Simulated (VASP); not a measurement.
# GaAs (I-4m2) in VASP: a series of runs

Aim: see how the results for GaAs move with the level of theory and the settings. Levels: PBE, r2SCAN, HSE06. Tasks: single point.

Everything below comes from runs of VASP 6.6.1. Logs are shortened: lines on timing, memory, paths and dates and some standing lists are left out, and cuts for length are marked.

## Step 1: The cell of the first run

The structure is tetragonal, space group I-4m2 (No. 119). The conventional cell has a = 3.807 Å, b = 3.807 Å, c = 5.666 Å, α = 90.00°, β = 90.00°, γ = 90.00°. Within 3.1 Å of Ga (site symmetry -4m2) lie 4 As at 2.37 Å. Within 3.1 Å of As (site symmetry -4m2) lie 4 Ga at 2.37 Å.

## Step 2: Single point, PBE (biaxial xy strain -5.0%)

Input file INCAR:

```
PREC     = Accurate       # precision mode
ENCUT    = 500            # plane-wave cutoff, eV
EDIFF    = 1E-6           # SCF threshold, eV
ISMEAR   = -1             # smearing method
SIGMA    = 0.02           # smearing width, eV
LREAL    = False          # projectors in reciprocal space
LASPH    = True           # aspherical terms in the spheres
NELM     = 120            # most SCF steps
ALGO     = Normal         # electronic algorithm
ISIF     = 2              # what is computed and relaxed
LWAVE    = False          # write WAVECAR
LCHARG   = False          # write CHGCAR
GGA      = PE             # functional
NBANDS   = 16             # bands
GGA_COMPAT= False
```

Input file KPOINTS:

```
regular mesh
0
Gamma
  8 8 8
```

Input file POSCAR:

```
GaAs
1.0
    0.0000000000      2.6919974570      2.8330850947
    2.6919974570      0.0000000000      2.8330850947
    2.6919974570      2.6919974570      0.0000000000
Ga As
1 1
Direct
    0.0000000000      0.0000000000      0.0000000000
    0.2500000000      0.2500000000      0.2500000000
```

Potentials or basis: VASP PAW PBE potentials, release 64 (Ga_d, As).

Started as:

```sh
> cat potpaw_PBE.64/Ga_d/POTCAR potpaw_PBE.64/As/POTCAR > POTCAR
> mpirun -np 1 vasp_std > vasp.out
```

OUTCAR:

```text
PREC = Accurate
   ENCUT = 500
   EDIFF = 1E-6
   ISMEAR = -1
   LREAL = False
   LASPH = True
   NELM = 120
   ISIF = 2
   GGA = PE

 ion  position               nearest neighbor table
   1  0.000  0.000  0.000-   2 2.37   2 2.37   2 2.37   2 2.37
   2  0.250  0.250  0.250-   1 2.37   1 2.37   1 2.37   1 2.37

  LATTYP: Found a body centered tetragonal cell.
 ALAT       =     3.8070593136
 C/A-ratio  =     1.4883325220

  Lattice vectors:

 A1 = (  -2.6919974570,   0.0000000000,   2.8330850947)
 A2 = (   2.6919974570,   0.0000000000,   2.8330850947)
 A3 = (   0.0000000000,   2.6919974570,  -2.8330850947)

Analysis of symmetry for initial positions (statically):
=====================================================================
 Subroutine PRICEL returns:
 Original cell was already a primitive cell.

 Routine SETGRP: Setting up the symmetry group for a
 body centered tetragonal supercell.

 Subroutine GETGRP returns: Found  8 space group operations
 (whereof  8 operations were pure point group operations)
 out of a pool of 16 trial point group operations.

The static configuration has the point symmetry D_2d.

Analysis of symmetry for dynamics (positions and initial velocities):
=====================================================================
 Subroutine PRICEL returns:
 Original cell was already a primitive cell.

 Routine SETGRP: Setting up the symmetry group for a
 body centered tetragonal supercell.

 Subroutine GETGRP returns: Found  8 space group operations
 (whereof  8 operations were pure point group operations)
 out of a pool of 16 trial point group operations.

The dynamic configuration has the point symmetry D_2d.

 Subroutine INISYM returns: Found  8 space group operations
 (whereof  8 operations are pure point group operations),
 and found     1 'primitive' translations

----------------------------------------------------------------------------------------

                                     Primitive cell

  volume of cell :      41.0619

  direct lattice vectors                    reciprocal lattice vectors
     0.000000000  2.691997457  2.833085095    -0.185735688  0.185735688  0.176486051
     2.691997457  0.000000000  2.833085095     0.185735688 -0.185735688  0.176486051
     2.691997457  2.691997457  0.000000000     0.185735688  0.185735688 -0.176486051

  length of vectors
     3.908096911  3.908096911  3.807059314     0.316453500  0.316453500  0.316453500

  position of ions in fractional coordinates (direct lattice)
     0.000000000  0.000000000  0.000000000
     0.250000000  0.250000000  0.250000000
[... 78 lines left out ...]
   LREAL  =      F    real-space projection
   EDIFFG = 0.1E-04   stopping-criterion for IOM
   NSW    =      0    number of steps for IOM
   IBRION =     -1    ionic relax: 0-MD 1-quasi-New 2-CG
   NFREE  =      0    steps in history (QN), initial steepest desc. (CG)
   ISIF   =      2    stress and relaxation
   ISYM   =      2    0-nonsym 1-usesym 2-fastsym
   POTIM  = 0.5000    time-step for ionic-motion
   TEBEG  =    0.0;   TEEND  =   0.0 temperature during run
   PSTRESS=    0.0 pullay stress
   NELECT =      18.0000    total number of electrons
   NUPDOWN=      -1.0000    fix difference up-down
   EMIN   =  10.00;   EMAX   =-10.00  energy-range for DOS
   EFERMI =   0.00;   METHOD = LEGACY
   ISMEAR =    -1;   SIGMA  =   0.02  broadening in eV -4-tet -1-fermi 0-gaus
   EFERMI_NEDOS =   21; number of points for ismear=-14 and -15
   IALGO  =     38    algorithm
   IMIX   =      4    mixing-type and parameters
     AMIX     =   0.40;   BMIX     =  1.00
     AMIX_MAG =   1.60;   BMIX_MAG =  1.00
  volume/ion in A,a.u.               =      20.53       138.55
  Fermi-wavevector in a.u.,A,eV,Ry     =   1.243615  2.350092 21.042482  1.546579
  Thomas-Fermi vector in A             =   2.377918
   LORBIT       =      0    0 simple, 1 ext, 2 COOP (PROOUT), +10 PAW based schemes
   GGA     = PE    functional components
   LHFCALC =     F    Hartree Fock is set to
   AEXX    =    0.0000 exact exchange contribution
   IVDW    =     0    specifies the selected vdW correction
   LEPSILON=     F    determine dielectric tensor
   LRPA    =     F    only Hartree local field effects (RPA)
 non-spin polarized calculation
  energy-cutoff  :      500.00
  volume of cell :       41.06
 maximum number of plane-waves:      1066
 NGX is ok and might be reduce to    30
   NGX = 15   NGY = 15   NGZ = 13

 number of electron      18.0000004 magnetization

 Free energy of the ion-electron system (eV)
  ---------------------------------------------------
  ext. energy  EPLUGINS =         0.00000000
  ---------------------------------------------------
  free energy    TOTEN  =        -8.03730462 eV

  energy without entropy =       -8.03730462  energy(sigma->0) =       -8.03730462

 E-fermi :   5.3875     XC(G=0): -10.0277

 val. band max:        4.9945279406   @ k =   0.0000   0.0000   0.0000
 cond. band min:       6.0307744835   @ k =   0.5000   0.0000   0.5000
 fundamental gap:      1.0362465429
 Fermi energy:         5.3874539203

 k-point     1 :       0.0000    0.0000    0.0000
  band No.  band energies     occupation
      1     -10.1436      2.00000
      2     -10.1298      2.00000
      3     -10.1298      2.00000
      4     -10.0319      2.00000
      5     -10.0284      2.00000
      6      -8.5711      2.00000
[... 433 lines left out ...]
      3     -10.1039      2.00000
      4     -10.0403      2.00000
      5     -10.0193      2.00000
      6      -7.0602      2.00000
[... 8 lines left out ...]
     15      15.4903      0.00000
     16      16.3953      0.00000

 [... further k-points ...]

------------------------ aborting loop because EDIFF is reached ----------------------------------------

  FORCE on cell =-STRESS in cart. coord.  units (eV):
  Direction    XX          YY          ZZ          XY          YZ          ZX
  --------------------------------------------------------------------------------------
  -------------------------------------------------------------------------------------
  Total        3.4685669      3.4685669      2.6088481      0.0000000      0.0000000      0.0000000
  in kB      135.3386233    135.3386233    101.7935972      0.0000000      0.0000000      0.0000000
  external PRESSURE =     124.1569479 kB  Pullay stress =       0.0000000 kB

 VOLUME and BASIS-vectors are now :
 -----------------------------------------------------------------------------
  energy-cutoff  :      500.00
  volume of cell :       41.06
      direct lattice vectors                 reciprocal lattice vectors
     0.000000000  2.691997457  2.833085095    -0.185735688  0.185735688  0.176486051
     2.691997457  0.000000000  2.833085095     0.185735688 -0.185735688  0.176486051
     2.691997457  2.691997457  0.000000000     0.185735688  0.185735688 -0.176486051

 POSITION                                       TOTAL-FORCE (eV/Angst)
 -----------------------------------------------------------------------------------
      0.00000      0.00000      0.00000        -0.000000     -0.000000      0.000000
      1.34600      1.34600      1.41654         0.000000      0.000000     -0.000000
 -----------------------------------------------------------------------------------
    total drift:                                0.000003      0.000003     -0.000004

  FREE ENERGIE OF THE ION-ELECTRON SYSTEM (eV)
  ---------------------------------------------------
  free  energy   TOTEN  =        -8.0373046229 eV

  energy  without entropy=       -8.0373046229  energy(sigma->0) =       -8.03730462
```

OSZICAR:

```text
N       E                     dE             d eps       ncg     rms          rms(c)
DAV:   1     0.826553675698E+02    0.82655E+02   -0.88474E+03  1952   0.159E+03
DAV:   2    -0.201859041226E+01   -0.84674E+02   -0.80763E+02  2192   0.310E+02
DAV:   3    -0.813488158986E+01   -0.61163E+01   -0.60950E+01  2280   0.648E+01
DAV:   4    -0.821928775033E+01   -0.84406E-01   -0.84396E-01  2424   0.838E+00
DAV:   5    -0.822035740658E+01   -0.10697E-02   -0.10696E-02  2344   0.849E-01    0.322E+00
DAV:   6    -0.806254892103E+01    0.15781E+00   -0.21534E-01  2888   0.880E+00    0.197E+00
DAV:   7    -0.803611255715E+01    0.26436E-01   -0.78264E-02  2424   0.218E+00    0.576E-01
DAV:   8    -0.803682335105E+01   -0.71079E-03   -0.11299E-02  2320   0.122E+00    0.152E-01
DAV:   9    -0.803720292438E+01   -0.37957E-03   -0.97136E-04  2272   0.327E-01    0.451E-02
DAV:  10    -0.803726164191E+01   -0.58718E-04   -0.80098E-05  2632   0.116E-01    0.245E-02
DAV:  11    -0.803730441014E+01   -0.42768E-04   -0.58752E-05  2152   0.618E-02    0.262E-03
DAV:  12    -0.803730462289E+01   -0.21276E-06   -0.12470E-06  2000   0.187E-02
   1 F= -.80373046E+01 E0= -.80373046E+01  d E =-.947089E-11
```

It took 17 s on 1 thread of Intel Xeon 6975P-C (Granite Rapids), shared host; peak memory 0.18 GiB.

What came out:

| Item | Value |
| --- | --- |
| Free energy | -8.0373 eV |
| Pressure | 12.4 GPa |
| Band gap on the k mesh | 1.04 eV (least direct gap 1.13 eV) |

Caveat: the cell differs from its parent crystal (biaxial xy strain -5.0%); the cell stands under pressure.

(Continued in part 2 of 2.)
